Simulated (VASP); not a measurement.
Set up this calculation in VASP 6.6.1, as the native input.

```yaml
Task: single point
Functional: PBEsol
Potentials_or_basis: VASP PAW PBE potentials, release 64 (Si)
Cutoff: 520 eV
k_mesh: 8 × 8 × 8
Occupations: fermi-dirac, width 0.1 eV
Spin: collinear spin, ferromagnetic start
Starting_moments: "[-0.06, -0.59] μB"
Dipole_correction: no
Further_INCAR_settings: ALGO = Normal; EDIFF = 1e-07; NBANDS = 15
```

The structure of Si lies in POSCAR:

```
Si
1.0
    0.0000000000      2.6662876123      2.6662876123
    2.6662876123      0.0000000000      2.6662876123
    2.6662876123      2.6662876123      0.0000000000
Si
2
Direct
    0.5000000000      0.5000000000      0.5000000000
    0.7500000000      0.7500000000      0.7500000000
```

This cell differs from its parent crystal: volume scaled by 0.94.

The input as run:

INCAR

```
SYSTEM = Si
ALGO = Normal ; EDIFF = 1E-7
ENCUT = 520 ; GGA = PS
ISIF = 2 ; ISMEAR = -1
ISPIN = 2 ; LASPH = .TRUE.
LCHARG = .FALSE. ; LORBIT = 11
LREAL = .FALSE. ; LWAVE = .FALSE.
MAGMOM = -0.06 -0.59 ; NBANDS = 15
NELM = 150 ; PREC = Accurate
SIGMA = 0.1
```

KPOINTS

```
k-points
0
G
  8 8 8
  0 0 0
```

Potentials or basis: VASP PAW PBE potentials, release 64 (Si).

Run with:

```console
$ cat potpaw_PBE.64/Si/POTCAR > POTCAR
$ mpirun -np 1 vasp_std > vasp.out
```

Results of the run:

```yaml
Pressure: 6.1 GPa
Band_gap_on_the_k_mesh: 0.41 eV, indirect (least direct gap 2.54 eV)
Net_moment: 0.00 μB per cell
Valence_electrons_inside_the_program's_atomic_spheres: Si 1.73
```

Caveat: the PAW data sets were made with another functional, which shifts forces and pressure a little.

It took 14 s on 1 thread of Intel(R) Xeon(R) 6975P-C (Granite Rapids) (shared host), peak memory 0.17 GiB.
